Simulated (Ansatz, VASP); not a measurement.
## Two plane-wave programs on Al3WO2

```
Al W O
1.0
     2.86939    0.00000    0.00000
    -1.43469    2.48496    0.00000
     0.00000    0.00000   10.20799
Al W O
3 1 2
Direct
  0.33333 0.66667 0.79286
  0.66667 0.33333 0.20714
  0.00000 0.00000 0.50000
  0.00000 0.00000 0.00000
  0.33333 0.66667 0.40181
  0.66667 0.33333 0.59819
```

Alike in both runs: functional PBE; k mesh 6 × 6 × 2; occupations gaussian, width 0.1 eV; no spin polarisation.

Ansatz relaxed the structure, and its values are those at the end. VASP's run is a single point on that final structure, the one shown.

|  | VASP | Ansatz |
| --- | --- | --- |
| version | VASP 6.6.1 | Ansatz 0.2.0 |
| potentials or method | VASP PAW PBE potentials, release 64 (Al, W_sv, O), cutoff 520 eV | scalar-relativistic, plane waves, PAW |
| valence electrons in the cell | 35 | 35 |

|  | VASP | Ansatz | Ansatz less VASP |
| --- | --- | --- | --- |
| gap on the k mesh at the Fermi level (eV) | none | none | - |
| pressure (GPa) | -0.1 | -0.1 | -0.05 |
| rms of the force components (eV/Å) | 0.006 | 0.003 | -0.0024 |

A gap of «none» marks a metal or a gap that the smearing closes. With one functional, cell and mesh, what is left measures potentials, basis and numerics.

The k mesh is coarse, so the values compare programs but aren't converged. Spin-orbit coupling is off throughout.
